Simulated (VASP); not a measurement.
Here is a VASP 6.6.1 calculation.

INCAR

```
PREC = Accurate
ENCUT = 520
EDIFF = 1E-6
ISMEAR = -1
SIGMA = 0.05
LREAL = False
LASPH = True
NELM = 150
ALGO = Normal
ISIF = 2
LWAVE = False
LCHARG = False
ISPIN = 2
MAGMOM = 0 0 4 4
LORBIT = 11
LMAXMIX = 4
GGA = RP
NBANDS = 30
```

File KPOINTS:

```
regular mesh
0
Gamma
  7 7 5
```

The input POSCAR:

```
MnSb
1.0
    4.1774842447      0.0000000000      0.0000000000
   -2.0887421223      3.6178074798      0.0000000000
    0.0000000000      0.0000000000      5.8182792613
Sb Mn
2 2
Direct
    0.6666666667      0.3333333333      0.7500000000
    0.3333333333      0.6666666667      0.2500000000
    0.0000000000      0.0000000000      0.5000000000
    0.0000000000      0.0000000000      0.0000000000
```

Potentials or basis: VASP PAW PBE potentials, release 64 (Sb, Mn_pv).

Run with:

```console
$ cat potpaw_PBE.64/Sb/POTCAR potpaw_PBE.64/Mn_pv/POTCAR > POTCAR
$ mpirun -np 1 vasp_std > vasp.out
```

Task: Predict the net moment.

Result: 6.92 μB per cell.

Task: Estimate the site moments.

Result: Sb -0.14; Mn +3.51 μB.

Task: Estimate the pressure.

Result: -1.4 GPa.

Stress tensor (GPa, compression positive):
```
-1.13  0.00  0.00
 0.00 -1.13  0.00
 0.00  0.00 -1.85
```

Caveat: the PAW data sets were made with another functional, which shifts forces and pressure a little.
